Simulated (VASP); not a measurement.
## Al3Si2N3: single point with PBE

Al3Si2N3:

```
Al Si N
1.0
     3.37838    0.00000    0.00000
     0.00000    3.15174    0.00000
     0.00000    0.00000    9.47354
Al Si N
3 2 3
Cartesian
  1.6892 1.5759 2.8796
  0.0000 0.0000 4.9006
  1.6892 1.5759 7.0006
  0.0000 0.0000 -0.4358
  1.6892 0.0000 1.0273
  0.0000 1.5759 3.8502
  1.6892 0.0000 5.9305
  0.0000 1.5759 8.0043
```

| Item | Value |
| --- | --- |
| Program | VASP 6.6.1 |
| Task | single point |
| Functional | PBE |
| Potentials or basis | VASP PAW PBE potentials, release 64 (Al, Si, N) |
| Cutoff | 520 eV |
| k mesh | 5 × 5 × 2 |
| Occupations | gaussian, width 0.2 eV |
| Spin | no spin polarisation |

* Pressure: -0.1 GPa
* Largest force: 0.010 eV/Å
* Band gap on the k mesh: zero (bands 16 and 17 overlap by 0.67 eV)

Forces on the atoms (eV/Å):
```
Al   0.000  0.000  0.000
Al   0.000  0.000 -0.007
Al   0.000  0.000  0.009
Si   0.000  0.000  0.010
Si   0.000  0.000 -0.006
N    0.000  0.000 -0.001
N    0.000  0.000  0.000
N    0.000  0.000 -0.005
```

Stress tensor (GPa, compression positive):
```
-0.11  0.00  0.00
 0.00 -0.26  0.00
 0.00  0.00 -0.05
```

Levels at points of the mesh, in eV from the Fermi level:
```tsv
k point	band 14	band 15	band 16	band 17	band 18	band 19
(0.00, 0.00, 0.00)	-2.98	-1.50	-0.71	0.78	1.00	1.76
(0.00, 0.00, 0.50)	-3.81	-0.73	-0.71	-0.03	1.38	1.75
```

Run time: 25 s on 1 thread of Intel(R) Xeon(R) 6975P-C (Granite Rapids), with other jobs on the host, peak memory 0.2 GiB.

Caveat: the k points lie up to 0.40 Å⁻¹ apart, too coarse for converged energies and pressures of a metal.
